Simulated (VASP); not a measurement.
Wanted: the native input for a VASP 6.6.1 run.

```
Task                   : single point
Functional             : r2SCAN
Potentials or basis    : VASP PAW PBE potentials, release 64 (In_d, Si, Ti_sv)
Cutoff                 : 520 eV
k mesh                 : 4 × 4 × 4
Occupations            : fermi-dirac, width 0.05 eV
Spin                   : no spin polarisation
Dipole correction      : no
Further INCAR settings : ALGO = Normal; EDIFF = 1e-06; NBANDS = 34
```

Ti3InSi:

```
In Si Ti
1.0
     4.65236    0.00000    0.00000
     0.00000    4.65236    0.00000
     0.00000    0.00000    4.65236
In Si Ti
1 1 3
Cartesian
  0.0000 0.0000 0.0000
  2.3262 2.3262 2.3262
  2.3262 2.3262 0.0000
  0.0000 2.3262 2.3262
  2.3262 0.0000 2.3262
```

The input as run:

POSCAR

```
Ti3InSi
1.0
    4.6523552730      0.0000000000      0.0000000000
    0.0000000000      4.6523552730      0.0000000000
    0.0000000000      0.0000000000      4.6523552730
In Si Ti
1 1 3
Direct
    0.0000000000      0.0000000000      0.0000000000
    0.5000000000      0.5000000000      0.5000000000
    0.5000000000      0.5000000000      0.0000000000
    0.0000000000      0.5000000000      0.5000000000
    0.5000000000      0.0000000000      0.5000000000
```

INCAR.step1

```
SYSTEM = Ti3InSi
PREC = Accurate
ENCUT = 520
ISMEAR = -1
SIGMA = 0.05
LREAL = .FALSE.
LASPH = .TRUE.
NELM = 80
NBANDS = 34
GGA = PE
ALGO = Normal
EDIFF = 1E-4
LWAVE = .TRUE.
LCHARG = .FALSE.
```

INCAR.step2

```
SYSTEM = Ti3InSi
PREC = Accurate
ENCUT = 520
EDIFF = 1E-6
ISMEAR = -1
SIGMA = 0.05
LREAL = .FALSE.
LASPH = .TRUE.
NELM = 80
ALGO = Normal
ISIF = 2
LWAVE = .FALSE.
LCHARG = .FALSE.
METAGGA = R2SCAN
LMIXTAU = .TRUE.
NBANDS = 34
ISTART = 1
```

KPOINTS

```
regular mesh
0
G
  4 4 4
  0 0 0
```

Potentials or basis: VASP PAW PBE potentials, release 64 (In_d, Si, Ti_sv).

Launch:

```console
$ cat potpaw_PBE.64/In_d/POTCAR potpaw_PBE.64/Si/POTCAR potpaw_PBE.64/Ti_sv/POTCAR > POTCAR
$ cp INCAR.step1 INCAR
$ mpirun -np 1 vasp_std > vasp.out
$ cp INCAR.step2 INCAR
$ mpirun -np 1 vasp_std > vasp.out
```

It gave:

- Pressure: -1.7 GPa

Caveat: the PAW data sets were made with another functional, which shifts forces and pressure a little.

Wall time 57 s on 1 thread of Intel(R) Xeon(R) 6975P-C (Granite Rapids), on a shared host, peak memory 0.23 GiB.
